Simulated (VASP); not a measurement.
A run of VASP 6.6.1:

Contents of INCAR:

```
SYSTEM = Sn
  ALGO = Normal
  EDIFF = 1E-6
  ENCUT = 520
  GGA = RP
  ISIF = 2
  ISMEAR = -1
  LASPH = .True.
  LCHARG = .False.
  LREAL = .False.
  LWAVE = .False.
  NBANDS = 21
  NELM = 60
  PREC = Accurate
  SIGMA = 0.05
```

The input KPOINTS:

```
k-points
0
Gamma
  7 7 7
  0 0 0
```

POSCAR

```
Sn
1.0
    0.0000000000      3.3674901819      3.3674901819
    3.3674901819      0.0000000000      3.3674901819
    3.3674901819      3.3674901819      0.0000000000
Sn
2
Direct
    0.7500000000      0.7500000000      0.7500000000
    0.5000000000      0.5000000000      0.5000000000
```

Potentials or basis: VASP PAW PBE potentials, release 64 (Sn_d).

Launch:

```console
$ cat potpaw_PBE.64/Sn_d/POTCAR > POTCAR
$ mpirun -np 1 vasp_std > vasp.out
```

Hardware: 1 thread of AMD EPYC 7R13, with other jobs on the host.

Task: Estimate the wall time of this run.

Result: Run time: 36 s on 1 thread of AMD EPYC 7R13, on a shared host, peak memory 0.2 GiB. Counts: scf iterations 12, k points 20.
